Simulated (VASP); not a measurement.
**BaTe: single point with PBE-based screened hybrid with 20 % exact exchange**

Crystal: BaTe.

```xyz
2
Lattice="0.0000 3.4100 3.4100 3.4100 0.0000 3.4100 3.4100 3.4100 0.0000" Properties=species:S:1:pos:R:3 pbc="T T T"
Ba    3.4100    3.4100    3.4100
Te    0.0000    0.0000    0.0000
```

```json
{
 "Program": "VASP 6.6.1",
 "Task": "single point",
 "Functional": "PBE-based screened hybrid with 20 % exact exchange",
 "Potentials or basis": "VASP PAW PBE potentials, release 64 (Ba_sv, Te)",
 "Cutoff": "520 eV",
 "k mesh": "4 × 4 × 4",
 "Occupations": "gaussian, width 0.05 eV",
 "Spin": "no spin polarisation",
 "Dipole correction": "no",
 "Grid for exact exchange (PRECFOCK)": "Normal",
 "Share of exact exchange": "0.2",
 "Further INCAR settings": "ALGO = Normal; EDIFF = 1e-06; NBANDS = 15",
 "Screening parameter": "0.20787 1/Å"
}
```

```yaml
Pressure: 4.1 GPa
Band_gap_on_the_k_mesh: 1.89 eV (least direct gap 2.30 eV)
```

Levels at points of the mesh, in eV from the valence-band top:
```
           k point  band 5  band 6  band 7  band 8  band 9  band 10  band 11  band 12
(0.00, 0.00, 0.00)  -10.43    0.00    0.00    0.00    3.53     3.53     3.53     3.83
(0.50, 0.00, 0.00)   -9.31   -2.62   -1.36   -1.36    4.88     5.74     5.88     5.88
(0.50, 0.50, 0.00)  -10.16   -1.26   -0.42   -0.42    1.89     5.29     5.69     6.78
```

Run time: 5.1 min on 1 thread of Intel(R) Xeon(R) 6975P-C (Granite Rapids), on a shared host, peak memory 0.32 GiB.

Caveat: the cell stands under pressure; the PAW data sets were made with another functional, which shifts forces and pressure a little; spin-orbit coupling is left out, which moves the levels of the heavy elements. A k mesh can miss the band edges.
